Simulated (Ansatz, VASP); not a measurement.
One calculation of KCl, two programs

INCAR

```
SYSTEM = KCl
PREC = Accurate
ENCUT = 520
EDIFF = 1E-6
ISMEAR = -1
SIGMA = 0.03
LREAL = .False.
LASPH = .True.
NELM = 100
ALGO = Normal
ISIF = 2
LWAVE = .False.
LCHARG = .False.
GGA = CA
NBANDS = 15
```

File KPOINTS:

```
Automatic mesh
0
Gamma
  7 7 7
  0 0 0
```

POSCAR

```
KCl
1.0
    0.0000000000      3.1561000000      3.1876610000
    3.1561000000      0.0000000000      3.1876610000
    3.1561000000      3.1561000000      0.0000000000
K Cl
1 1
Direct
    0.0000000000      0.0000000000      0.0000000000
    0.5000000000      0.5000000000      0.5000000000
```

Input for Ansatz:

```yaml
crystal:
  lattice:
    - [0.0, 3.1561, 3.187661]
    - [3.1561, 0.0, 3.187661]
    - [3.1561, 3.1561, 0.0]
  atoms:
    - { symbol: K, position: [0.0, 0.0, 0.0] }
    - { symbol: Cl, position: [0.5, 0.5, 0.5] }
kpoints:
  mp_grid: { grid: [7, 7, 7] }
  band_path:
    path:
      - [0.0, 0.0, 0.0]
      - [0.0, 0.5, 0.5]
      - [0.25, 0.75, 0.5]
      - [0.0, 0.5, 0.0]
      - [0.0, 0.0, 0.0]
      - [0.5, 0.5, 0.0]
      - [0.3725370062, 0.6274629938, 0.0]
      - [-0.3725370062, 0.3725370062, 0.0]
      - [0.0, 0.0, 0.0]
    npoints: 5
scf:
  occupations: { method: fermi_dirac, width: 0.03 }
hamiltonian:
  xc: lda
  pseudopotentials: { kind: all_electron, lapw: { basis_error: 0.001 } }
output:
  forces: true
  stress: true
  eigenvalues: true
```

Change from the starting cell: zz strain of +1 %.

Alike in both runs: task single point; functional LDA; k mesh 7 × 7 × 7; occupations fermi-dirac, width 0.03 eV; no spin polarisation.

|  | VASP | Ansatz |
| --- | --- | --- |
| version | VASP 6.6.1 | Ansatz 0.2.0 |
| potentials or method | VASP PAW LDA potentials, release 64 (K_sv, Cl), cutoff 520 eV | all-electron LAPW, scalar-relativistic |

```csv
,VASP,Ansatz,Ansatz less VASP
gap on the k mesh at the Fermi level (eV),4.68,4.68,-0.003
pressure (GPa),-2.2,-2.2,-0.03
"traceless stress, the component that is largest in VASP (GPa)",-0.17,-0.16,+0.006
```

LDA's correlation is that of Perdew and Zunger in VASP and of Perdew and Wang (1992) in Ansatz. Ansatz ran all-electron here, and VASP with PAW potentials.
